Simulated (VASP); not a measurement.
**Ta: single point with PBE**

Crystal: Ta.

```
Ta
1.0
    -1.65128    1.65128    1.65128
     1.65128   -1.65128    1.65128
     4.54102    5.36666   -4.54102
Ta
3
Direct
  0.00000 0.00000 0.00000
  0.91667 0.00000 0.33333
  0.83333 0.00000 0.66667
```

```yaml
Program: VASP 6.6.1
Task: single point
Functional: PBE
Potentials_or_basis: VASP PAW PBE potentials, release 64 (Ta_pv)
Cutoff: 520 eV
k_mesh: 7 × 7 × 7
Occupations: fermi-dirac, width 0.1 eV
Spin: no spin polarisation
```

The pressure is 5.0 GPa and the largest force is 0.852 eV/Å.

Forces in eV/Å, atoms in the order of the input:
```
Ta   0.623  0.227 -0.535
Ta   0.000  0.000  0.000
Ta  -0.623 -0.227  0.535
```

Stress tensor (GPa, compression positive):
```
 7.40  0.48 -0.42
 0.48  4.04 -2.33
-0.42 -2.33  3.65
```

Levels at points of the mesh, in eV from the Fermi level:
```
           k point  band 13  band 14  band 15  band 16  band 17  band 18  band 19  band 20  band 21  band 22
(0.00, 0.00, 0.00)    -1.29    -1.05    -0.20     0.08     0.17     0.79     1.20     2.97     3.18     3.78
```

Run time: 2.4 min on 1 thread of Intel(R) Xeon(R) Platinum 8488C (Sapphire Rapids), with other jobs on the host, peak memory 0.3 GiB.

Caveat: the k points lie up to 0.38 Å⁻¹ apart; spin-orbit coupling is left out, which moves the levels of the heavy elements.
